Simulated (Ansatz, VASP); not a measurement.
# Ge4F in VASP and in Ansatz

```
Ge F
1.0
     4.03036    0.00000    0.00000
     0.00000    4.03036    0.00000
     0.00000    0.00000   21.64166
Ge F
4 1
Direct
  0.00000 0.50000 0.18483
  0.00000 0.00000 0.25067
  0.50000 0.00000 0.31966
  0.50000 0.50000 0.38544
  0.87500 0.62500 0.53793
```

Alike in both runs: task single point; functional PBE; dispersion D3(BJ); k mesh 7 × 7 × 1; occupations gaussian, width 0.1 eV; no spin polarisation.

|  | VASP | Ansatz |
| --- | --- | --- |
| version | VASP 6.6.1 | Ansatz 0.2.0 |
| potentials or method | VASP PAW PBE potentials, release 64 (Ge_d, F), cutoff 520 eV | scalar-relativistic, plane waves, PAW |
| valence electrons in the cell | 63 | 63 |

|  | VASP | Ansatz | Ansatz less VASP |
| --- | --- | --- | --- |
| gap on the k mesh at the Fermi level (eV) | none | none | - |
| rms of the force components (eV/Å) | 0.249 | 0.250 | +0.0004 |

Atom by atom the forces differ by 0.002 eV/Å (rms over components). A gap of «none» marks a metal or a gap that the smearing closes. Ansatz's warnings: xc potential rough in thin density.
